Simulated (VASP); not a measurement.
Here is a VASP 6.6.1 calculation.

Contents of INCAR:

```
  ALGO = Normal
  EDIFF = 1E-6
  ENCUT = 520
  ISIF = 2
  ISMEAR = 0
  LASPH = True
  LCHARG = True
  LELF = True
  LREAL = False
  LVHAR = True
  LWAVE = False
  NBANDS = 26
  NELM = 100
  PREC = Accurate
  SIGMA = 0.03
```

The input KPOINTS:

```
k-points
0
Gamma
  12 12 6
```

POSCAR

```
SiGe
1.0
    3.8347660222      0.0000000000      0.0000000000
   -1.9173830111      3.3210047928      0.0000000000
    0.0000000000      0.0000000000      6.3373575767
Si Ge
2 2
Direct
    0.6666666667      0.3333333333      0.8745031008
    0.3333333333      0.6666666667      0.3745031008
    0.6666666667      0.3333333333      0.5083148150
    0.3333333333      0.6666666667      0.0083148150
```

Potentials or basis: VASP PAW LDA potentials, release 64 (Si, Ge_d).

Launch:

```sh
$ cat potpaw_LDA.64/Si/POTCAR potpaw_LDA.64/Ge_d/POTCAR > POTCAR
$ mpirun -np 1 vasp_std > vasp.out
```

(1) Predict the pressure.

(2) What does it give for the largest force?

## Answers

(1) 2.6 GPa.

(2) 0.687 eV/Å.

Caveat: the cell differs from its parent crystal (atoms shifted along a free coordinate).
